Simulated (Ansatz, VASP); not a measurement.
**Al in VASP and in Ansatz**

```
CELL_PARAMETERS angstrom
4.04062 0.00000 0.00000
0.00000 -4.04062 0.00000
0.00000 0.00000 -4.04062
ATOMIC_POSITIONS crystal
Al 0.00000 0.50000 0.50000
Al 0.50000 0.00000 0.50000
Al 0.50000 0.50000 0.00000
Al 0.00000 0.00000 0.00000
```

Alike in both runs: task single point; functional PBE; k mesh 8 × 8 × 8; occupations gaussian, width 0.15 eV; no spin polarisation.

|  | VASP | Ansatz |
| --- | --- | --- |
| version | VASP 6.6.1 | Ansatz 0.2.0 |
| potentials or method | VASP PAW PBE potentials, release 64 (Al), cutoff 520 eV | scalar-relativistic, plane waves, PAW |
| valence electrons in the cell | 12 | 12 |

Ansatz gave:

- gap on the k mesh at the Fermi level (eV): none
- pressure (GPa): 0.3

Q: Estimate VASP's values.

A: gap on the k mesh at the Fermi level (eV): none; pressure (GPa): 0.2.

A gap of «none» marks a metal or a gap that the smearing closes.
